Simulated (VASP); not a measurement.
**Ti: single point with PBE**

The system is Ti.

```
CELL_PARAMETERS angstrom
-1.63231 1.63231 1.63231
1.63231 -1.63231 1.63231
1.63231 1.63231 -1.63231
ATOMIC_POSITIONS crystal
Ti 0.00000 0.00000 0.00000
```

This isn't the form of Ti at room conditions, which is hcp.

```yaml
Program: VASP 6.6.1
Task: single point
Functional: PBE
Potentials_or_basis: VASP PAW PBE potentials, release 64 (Ti_sv)
Cutoff: 520 eV
k_mesh: 16 × 16 × 16
Occupations: fermi-dirac, width 0.05 eV
Spin: no spin polarisation
Dipole_correction: no
Further_INCAR_settings: ALGO = Normal; EDIFF = 1e-06; NBANDS = 12
```

```
Pressure               : -1.1 GPa
Band gap on the k mesh : zero (bands 6 and 7 overlap by 1.62 eV)
```

Levels at points of the mesh, in eV from the Fermi level:
```tsv
k point	band 4	band 5	band 6	band 7	band 8	band 9
(0.00, 0.00, 0.00)	-32.39	-5.95	0.99	0.99	0.99	2.74
(0.50, 0.00, 0.00)	-32.40	-2.45	-0.39	1.13	2.73	3.08
(0.50, 0.50, 0.50)	-32.85	-2.10	-2.10	3.91	3.91	3.91
```

It took 44 s on 1 thread of Intel Xeon 8259CL, on a shared host, peak memory 0.16 GiB.
